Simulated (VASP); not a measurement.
A run of VASP 6.6.1 is set up as follows.

The input INCAR:

```
ALGO = Normal
EDIFF = 1E-7
ENCUT = 520
GGA = PS
ISIF = 2
ISMEAR = 1
LASPH = T
LCHARG = F
LREAL = F
LWAVE = F
NBANDS = 11
NELM = 60
PREC = Accurate
SIGMA = 0.01
```

Contents of KPOINTS:

```
k-points
0
Gamma
  13 13 13
```

File POSCAR:

```
Pt
1.0
   -1.5628089970      1.5628089970      1.5628089970
    1.5628089970     -1.5628089970      1.5628089970
    1.5628089970      1.5628089970     -1.5628089970
Pt
1
Direct
    0.0000000000      0.0000000000      0.0000000000
```

Potentials or basis: VASP PAW PBE potentials, release 64 (Pt).

Launch:

```sh
$ cat potpaw_PBE.64/Pt/POTCAR > POTCAR
$ mpirun -np 1 vasp_std > vasp.out
```

(1) What does it give for the pressure?

(2) Predict the band gap on the k mesh.

## Answers

(1) -1.6 GPa.

(2) zero (band 5 reaches 11.62 eV, above the bottom of band 6 at 9.44 eV).

Caveat: the PAW data sets were made with another functional, which shifts forces and pressure a little; spin-orbit coupling is left out, which moves the levels of the heavy elements.
